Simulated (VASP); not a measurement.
RbBr: single point with PBE

RbBr:

```xyz
2
Lattice="0.0000 3.3570 3.3570 3.3570 0.0000 3.3570 3.3570 3.3570 0.0000" Properties=species:S:1:pos:R:3 pbc="T T T"
Rb    0.0000    0.0000    0.0000
Br    3.3570    3.3570    3.3570
```

This cell differs from its parent crystal: strain -3.0%.

| Item | Value |
| --- | --- |
| Program | VASP 6.6.1 |
| Task | single point |
| Functional | PBE |
| Potentials or basis | VASP PAW PBE potentials, release 64 (Rb_sv, Br) |
| Cutoff | 520 eV |
| k mesh | 6 × 6 × 6 |
| Occupations | fermi-dirac, width 0.02 eV |
| Spin | no spin polarisation |

```json
{"Pressure": "2.2 GPa", "Band gap on the k mesh": "4.53 eV"}
```

Levels at points of the mesh, in eV from the valence-band top:
```csv
k point,band 4,band 5,band 6,band 7,band 8,band 9,band 10,band 11,band 12,band 13
"(0.00, 0.00, 0.00)",-8.37,-8.37,0.00,0.00,0.00,4.53,7.29,7.29,7.29,8.22
"(0.50, 0.00, 0.00)",-8.38,-8.30,-1.10,-0.42,-0.42,6.97,7.93,9.67,9.67,10.36
"(0.50, 0.50, 0.00)",-8.47,-8.47,-0.49,-0.16,-0.16,5.54,7.37,9.32,9.53,9.69
```

It took 29 s on 1 thread of Intel Xeon 8259CL, on a shared host, peak memory 0.21 GiB.

Caveat: the cell differs from its parent crystal (strain -3.0%).
